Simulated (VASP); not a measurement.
# NiO (Fm-3m) in VASP: notebook, part 2 of 2

VASP 6.6.1. Earlier steps stand in the parts before.

## Step 3: Single point, LDA+U, collinear spin, ferromagnetic start

Contents of INCAR:

```
PREC     = Accurate       # precision mode
ENCUT    = 520            # plane-wave cutoff, eV
EDIFF    = 1E-6           # SCF threshold, eV
ISMEAR   = 0              # smearing method
SIGMA    = 0.05           # smearing width, eV
LREAL    = False          # projectors in reciprocal space
LASPH    = True           # aspherical terms in the spheres
NELM     = 150            # most SCF steps
ALGO     = Normal         # electronic algorithm
ISIF     = 2              # what is computed and relaxed
LWAVE    = False          # write WAVECAR
LCHARG   = False          # write CHGCAR
ISPIN    = 2              # spin polarisation
MAGMOM   = 2 2 0 0        # initial moments
LORBIT   = 11             # projections on sites
LMAXMIX  = 4              # l up to which the mixer works
LDAU     = True           # DFT+U
LDAUTYPE = 2            
LDAUL    = 2 -1           # shell
LDAUU    = 4 0            # U, eV
LDAUJ    = 0 0          
LDAUPRINT= 1            
GGA      = CA             # functional
NBANDS   = 28             # bands
```

Contents of KPOINTS:

```
Automatic mesh
0
Gamma
  8 8 8
```

Contents of POSCAR:

```
NiO
1.0
    0.0000000000      2.0913095100      2.0913095100
    2.0913095100      0.0000000000      2.0913095100
    4.1826190200      4.1826190200      0.0000000000
Ni O
2 2
Direct
    0.0000000000      0.0000000000      0.0000000000
    0.0000000000      0.0000000000      0.5000000000
    0.5000000000      0.5000000000      0.2500000000
    0.5000000000      0.5000000000      0.7500000000
```

Potentials or basis: VASP PAW LDA potentials, release 64 (Ni, O).

The run is started by

```sh
$ cat potpaw_LDA.64/Ni/POTCAR potpaw_LDA.64/O/POTCAR > POTCAR
$ mpirun -np 1 vasp_std > vasp.out
```

OUTCAR:

```text
PREC = Accurate
   ENCUT = 520
   EDIFF = 1E-6
   ISMEAR = 0
   LREAL = False
   LASPH = True
   NELM = 150
   ISIF = 2
   ISPIN = 2
   LORBIT = 11
   GGA = CA

 ion  position               nearest neighbor table
   1  0.000  0.000  0.000-   4 2.09   3 2.09   4 2.09   3 2.09   4 2.09   3 2.09   2 2.96   2 2.96
                             2 2.96   2 2.96   2 2.96   2 2.96
   2  0.000  0.000  0.500-   3 2.09   3 2.09   4 2.09   3 2.09   4 2.09   4 2.09   1 2.96   1 2.96
                             1 2.96   1 2.96   1 2.96   1 2.96
   3  0.500  0.500  0.250-   1 2.09   1 2.09   2 2.09   1 2.09   2 2.09   2 2.09
   4  0.500  0.500  0.750-   2 2.09   1 2.09   2 2.09   1 2.09   2 2.09   1 2.09

  LATTYP: Found a trigonal (rhomboedric) cell.
 ALAT       =     5.1226411937
 COS(alpha) =     0.8333333333

  Lattice vectors:

 A1 = (   4.1826190200,   2.0913095100,  -2.0913095100)
 A2 = (   2.0913095100,   2.0913095100,  -4.1826190200)
 A3 = (   2.0913095100,   4.1826190200,  -2.0913095100)

Analysis of symmetry for initial positions (statically):
=====================================================================
 Subroutine PRICEL returns following result:

  LATTYP: Found a face centered cubic cell.
 ALAT       =     4.1826190200
[... 12 lines left out ...]
 Subroutine GETGRP returns: Found 12 space group operations
 (whereof 12 operations were pure point group operations)
 out of a pool of 12 trial point group operations.

The static configuration has the point symmetry D_3d.

Analysis of symmetry for dynamics (positions and initial velocities):
=====================================================================
 Subroutine PRICEL returns following result:

  LATTYP: Found a face centered cubic cell.
 ALAT       =     4.1826190200
[... 12 lines left out ...]
 Subroutine GETGRP returns: Found 12 space group operations
 (whereof 12 operations were pure point group operations)
 out of a pool of 12 trial point group operations.

The dynamic configuration has the point symmetry D_3d.

Analysis of structural, dynamic, and magnetic symmetry:
=====================================================================
 Subroutine PRICEL returns following result:

  LATTYP: Found a face centered cubic cell.
 ALAT       =     4.1826190200
[... 12 lines left out ...]
 Subroutine GETGRP returns: Found 12 space group operations
 (whereof 12 operations were pure point group operations)
 out of a pool of 12 trial point group operations.

The overall configuration has the point symmetry D_3d.

 Subroutine INISYM returns: Found 12 space group operations
 (whereof 12 operations are pure point group operations),
 and found     2 'primitive' translations

----------------------------------------------------------------------------------------
[... 167 lines left out ...]
  o =  1.0257  v =  0.0000 -0.0000 -0.0000  0.0000  1.0000  0.0000  0.0000  0.0000  0.0000  0.0000      0.0000  0.0000  0.0000  0.0000  0.0000  0.0000  0.0000  0.0000  0.0000  0.0000

atom =   2  type =  1  l = 2

 onsite density matrix

spin component  1

  0.9759  0.0000  0.0000  0.0000 -0.0000
  0.0000  0.9759  0.0000 -0.0000 -0.0000
  0.0000  0.0000  1.0257  0.0000  0.0000
  0.0000 -0.0000  0.0000  0.9759  0.0000
 -0.0000 -0.0000  0.0000  0.0000  1.0257

spin component  2

  0.9723 -0.0000 -0.0000 -0.0000  0.0000
 -0.0000  0.9723 -0.0000  0.0000  0.0000
 -0.0000 -0.0000  0.1923 -0.0000  0.0000
 -0.0000  0.0000 -0.0000  0.9723 -0.0000
  0.0000  0.0000  0.0000 -0.0000  0.1923

 occupancies and eigenvectors

  o =  0.1923  v =  0.0000  0.0000  0.0000  0.0000  0.0000 -0.0000 -0.0000 -0.1984  0.0000  0.9801      0.0000  0.0000  0.0000  0.0000  0.0000  0.0000  0.0000  0.0000  0.0000  0.0000
  o =  0.1923  v =  0.0000  0.0000  0.0000  0.0000  0.0000 -0.0000 -0.0000 -0.9801 -0.0000 -0.1984      0.0000  0.0000  0.0000  0.0000  0.0000  0.0000  0.0000  0.0000  0.0000  0.0000
  o =  0.9723  v =  0.0000  0.0000  0.0000  0.0000  0.0000  0.1907 -0.5922 -0.0000  0.7829 -0.0000      0.0000  0.0000  0.0000  0.0000  0.0000  0.0000  0.0000  0.0000  0.0000  0.0000
  o =  0.9723  v =  0.0000  0.0000  0.0000  0.0000  0.0000  0.7939  0.5621 -0.0000  0.2318  0.0000      0.0000  0.0000  0.0000  0.0000  0.0000  0.0000  0.0000  0.0000  0.0000  0.0000
  o =  0.9723  v =  0.0000  0.0000  0.0000  0.0000  0.0000 -0.5774  0.5774  0.0000  0.5774  0.0000      0.0000  0.0000  0.0000  0.0000  0.0000  0.0000  0.0000  0.0000  0.0000  0.0000
  o =  0.9759  v = -0.5774  0.5774  0.0000  0.5774 -0.0000  0.0000  0.0000  0.0000  0.0000  0.0000      0.0000  0.0000  0.0000  0.0000  0.0000  0.0000  0.0000  0.0000  0.0000  0.0000
  o =  0.9759  v =  0.5464 -0.2522 -0.0000  0.7986 -0.0000  0.0000  0.0000  0.0000  0.0000  0.0000      0.0000  0.0000  0.0000  0.0000  0.0000  0.0000  0.0000  0.0000  0.0000  0.0000
  o =  0.9759  v = -0.6067 -0.7766  0.0000  0.1699 -0.0000  0.0000  0.0000  0.0000  0.0000  0.0000      0.0000  0.0000  0.0000  0.0000  0.0000  0.0000  0.0000  0.0000  0.0000  0.0000
  o =  1.0257  v =  0.0000  0.0000  1.0000  0.0000 -0.0000  0.0000  0.0000  0.0000  0.0000  0.0000      0.0000  0.0000  0.0000  0.0000  0.0000  0.0000  0.0000  0.0000  0.0000  0.0000
  o =  1.0257  v =  0.0000 -0.0000  0.0000  0.0000  1.0000  0.0000  0.0000  0.0000  0.0000  0.0000      0.0000  0.0000  0.0000  0.0000  0.0000  0.0000  0.0000  0.0000  0.0000  0.0000

 number of electron      32.0000011 magnetization       3.9993466

 Free energy of the ion-electron system (eV)
  ---------------------------------------------------
  ext. energy  EPLUGINS =         0.00000000
  ---------------------------------------------------
  free energy    TOTEN  =       -23.97551183 eV

  energy without entropy =      -23.97551183  energy(sigma->0) =      -23.97551183

 E-fermi :   7.1548     XC(G=0): -13.1299

 val. band max:        6.8518415858   @ k =   0.5000   0.0000   0.0000
 cond. band min:       7.5326766312   @ k =   0.0000   0.0000   0.0000
 fundamental gap:      0.6808350454
 Fermi energy:         7.1547825702

 spin component 1

 k-point     1 :       0.0000    0.0000    0.0000
  band No.  band energies     occupation
      1     -12.3533      1.00000
      2     -10.8743      1.00000
      3      -1.0319      1.00000
      4       0.2648      1.00000
      5       0.2648      1.00000
      6       2.0100      1.00000
[... 1481 lines left out ...]
     27      24.3390      0.00000
     28      28.6440      0.00000

 [... further k-points ...]

------------------------ aborting loop because EDIFF is reached ----------------------------------------

  FORCE on cell =-STRESS in cart. coord.  units (eV):
  Direction    XX          YY          ZZ          XY          YZ          ZX
  --------------------------------------------------------------------------------------
  -------------------------------------------------------------------------------------
  Total       -3.3723454     -3.3723454     -3.3723454     -0.0000669      0.0000669      0.0000669
  in kB     -147.6820481   -147.6820481   -147.6820481     -0.0029310      0.0029310      0.0029310
  external PRESSURE =    -147.6820481 kB  Pullay stress =       0.0000000 kB

 VOLUME and BASIS-vectors are now :
 -----------------------------------------------------------------------------
  energy-cutoff  :      520.00
  volume of cell :       36.59
      direct lattice vectors                 reciprocal lattice vectors
     0.000000000  2.091309510  2.091309510    -0.239084649  0.239084649  0.239084649
     2.091309510  0.000000000  2.091309510     0.239084649 -0.239084649  0.239084649
     4.182619020  4.182619020  0.000000000     0.119542324  0.119542324 -0.119542324

 POSITION                                       TOTAL-FORCE (eV/Angst)
 -----------------------------------------------------------------------------------
      0.00000      0.00000      0.00000        -0.000000     -0.000000      0.000000
      2.09131      2.09131      0.00000        -0.000000     -0.000000      0.000000
      2.09131      2.09131      2.09131         0.000000      0.000000     -0.000000
      4.18262      4.18262      2.09131        -0.000000     -0.000000     -0.000000
 -----------------------------------------------------------------------------------
    total drift:                                0.000000     -0.000000     -0.000000

  FREE ENERGIE OF THE ION-ELECTRON SYSTEM (eV)
  ---------------------------------------------------
  free  energy   TOTEN  =       -23.9755118260 eV

  energy  without entropy=      -23.9755118260  energy(sigma->0) =      -23.97551183

 total charge

# of ion       s       p       d       tot
------------------------------------------
    1        0.344   0.421   8.253   9.018
    2        0.344   0.421   8.253   9.018
    3        1.536   3.433   0.000   4.969
    4        1.536   3.433   0.000   4.969
--------------------------------------------------
tot          3.761   7.708  16.506  27.975

 magnetization (x)

# of ion       s       p       d       tot
------------------------------------------
    1        0.010   0.015   1.677   1.702
    2        0.010   0.015   1.677   1.702
    3        0.024   0.241   0.000   0.265
    4        0.024   0.241   0.000   0.265
--------------------------------------------------
tot          0.069   0.511   3.353   3.933
```

It took 91 s on 1 thread of AMD EPYC 9R45 (Zen 5), shared host; peak memory 0.2 GiB.

What came out:

| Property | Result |
| --- | --- |
| Free energy | -23.9755 eV |
| Pressure | -14.8 GPa |
| Band gap on the k mesh | 0.68 eV |
| Net moment | 4.00 μB per cell |
| Site moments | Ni +1.70; O +0.27 μB |
| Valence electrons inside the program's atomic spheres | Ni 9.02; O 4.97 |

Eigenvalues of the final occupation matrices:
```
    site  spin  trace               eigenvalues
site 1 d     1   4.98  0.98 0.98 0.98 1.03 1.03
site 1 d     2   3.30  0.19 0.19 0.97 0.97 0.97
site 2 d     1   4.98  0.98 0.98 0.98 1.03 1.03
site 2 d     2   3.30  0.19 0.19 0.97 0.97 0.97
```

Caveat: the cell stands under tension.

## Step 4: Single point, LDA+U, collinear spin, ferromagnetic start

Contents of INCAR:

```
SYSTEM = NiO
  PREC = Accurate
  ENCUT = 520
  EDIFF = 1E-6
  ISMEAR = 0
  SIGMA = 0.05
  LREAL = .False.
  LASPH = .True.
  NELM = 150
  ALGO = Normal
  ISIF = 2
  LWAVE = .False.
  LCHARG = .False.
  ISPIN = 2
  MAGMOM = 1.8 1.8 0.32 0.32
  LORBIT = 11
  LMAXMIX = 4
  LDAU = .True.
  LDAUTYPE = 2
  LDAUL = 2 -1
  LDAUU = 4 0
  LDAUJ = 0 0
  LDAUPRINT = 1
  NBANDS = 28
```

Contents of KPOINTS:

```
Automatic mesh
0
Gamma
  8 8 8
  0 0 0
```

POSCAR is that of step 3.

The run is started by

```sh
$ cat potpaw_LDA.64/Ni/POTCAR potpaw_LDA.64/O/POTCAR > POTCAR
$ mpirun -np 1 vasp_std > vasp.out
```

Run time: 91 s. Hardware: 1 thread of AMD EPYC 9R45 (Zen 5), shared host; peak memory 0.19 GiB.

It converged, with:

```
Free energy                                           : -23.9755 eV
Pressure                                              : -14.7 GPa
Band gap on the k mesh                                : 0.68 eV
Net moment                                            : 4.00 μB per cell
Site moments                                          : Ni +1.70; O +0.27 μB
Valence electrons inside the program's atomic spheres : Ni 9.02; O 4.97
```

Levels at points of the mesh, in eV from the valence-band top:
Spin up:
```
           k point  band 16  band 17  band 18  band 19  band 20  band 21
(0.00, 0.00, 0.00)    -2.08     0.00     0.00     2.23     6.16    10.48
(0.50, 0.00, 0.00)    -2.59     0.00     0.00     6.16     6.52    10.48
(0.00, 0.00, 0.50)    -0.86    -0.86    -0.86     4.93     4.93    12.30
(0.50, 0.00, 0.50)    -1.77    -1.35    -1.35     7.96     7.96    10.13
```
Spin down:
```tsv
k point	band 11	band 12	band 13	band 14	band 15	band 16	band 17	band 18
(0.00, 0.00, 0.00)	-1.58	-1.58	-1.58	-1.50	0.68	0.68	2.62	3.36
(0.50, 0.00, 0.00)	-2.03	-1.88	-1.88	-1.50	1.11	1.65	3.36	3.36
(0.00, 0.00, 0.50)	-2.07	-2.07	-1.94	-1.94	2.22	2.22	2.22	2.22
(0.50, 0.00, 0.50)	-1.88	-1.88	-1.69	-1.69	2.20	2.20	2.21	2.21
```

Eigenvalues of the final occupation matrices:
| site | spin | trace | eigenvalues |
| --- | --- | --- | --- |
| site 1 d | 1 | 4.98 | 0.98 0.98 0.98 1.03 1.03 |
| site 1 d | 2 | 3.30 | 0.19 0.19 0.97 0.97 0.97 |
| site 2 d | 1 | 4.98 | 0.98 0.98 0.98 1.03 1.03 |
| site 2 d | 2 | 3.30 | 0.19 0.19 0.97 0.97 0.97 |

Caveat: the cell stands under tension. The state reached can hang on the start; a lower one may exist.

## Step 5: Single point, LDA+U, collinear spin, ferromagnetic start

Contents of INCAR:

```
SYSTEM = NiO
PREC = Accurate
ENCUT = 520
EDIFF = 1E-7
ISMEAR = 0
SIGMA = 0.05
LREAL = .False.
LASPH = .True.
NELM = 150
ALGO = Normal
ISIF = 2
LWAVE = .False.
LCHARG = .False.
ISPIN = 2
MAGMOM = 1.85 1.85 0.44 0.44
LORBIT = 11
NUPDOWN = 4.4
LMAXMIX = 4
LDAU = .True.
LDAUTYPE = 2
LDAUL = 2 -1
LDAUU = 4 0
LDAUJ = 0 0
LDAUPRINT = 1
NBANDS = 28
```

Contents of KPOINTS:

```
regular mesh
0
Gamma
  8 8 8
  0 0 0
```

POSCAR is that of step 4.

The run is started by

```sh
$ cat potpaw_LDA.64/Ni/POTCAR potpaw_LDA.64/O/POTCAR > POTCAR
$ mpirun -np 1 vasp_std > vasp.out
```

It took 97 s on 1 thread of AMD EPYC 9R45 (Zen 5), shared host; peak memory 0.2 GiB.

It converged, with:

| Item | Value |
| --- | --- |
| Free energy | -22.8641 eV |
| Pressure | -8.3 GPa |
| Net moment | 4.40 μB per cell |
| Site moments | Ni +1.77; O +0.36 μB |
| Valence electrons inside the program's atomic spheres | Ni 9.01; O 4.96 |

Eigenvalues of the final occupation matrices:
```csv
site,spin,trace,eigenvalues
site 1 d,1,4.98,0.98 0.98 0.98 1.03 1.03
site 1 d,2,3.27,0.20 0.20 0.96 0.96 0.96
site 2 d,1,4.98,0.98 0.98 0.98 1.03 1.03
site 2 d,2,3.27,0.20 0.20 0.96 0.96 0.96
```

Caveat: the cell stands under tension; the total moment is fixed, so each spin has its own Fermi level. The state reached can hang on the start; a lower one may exist.

## Step 6: The runs side by side

| potentials or basis | spin | fixed moment (μB) | cutoff (eV) | gap on the mesh (eV) | pressure (GPa) | moment (μB) |
| --- | --- | --- | --- | --- | --- | --- |
| VASP PAW LDA potentials, release 64 (Ni_sv_GW, O) | collinear, antiferromagnetic start | - | 600 | 2.38 | -15.4 | 0.00 |
| VASP PAW LDA potentials, release 64 (Ni, O) | collinear, ferromagnetic start | - | 520 | 0.68 | -14.7 | 4.00 |
| VASP PAW LDA potentials, release 64 (Ni, O) | collinear, ferromagnetic start | 4.4 | 520 | - | -8.3 | 4.40 |

Alike in all rows: task single point; level LDA+U; Ni d U = 4.0 eV; cell as given; k mesh 8 × 8 × 8; smearing gaussian 0.05 eV.

Caveats: the cell stands under tension; the total moment is fixed, so each spin has its own Fermi level (at least some runs).

Absolute energies hang on the potentials; compare differences alone.
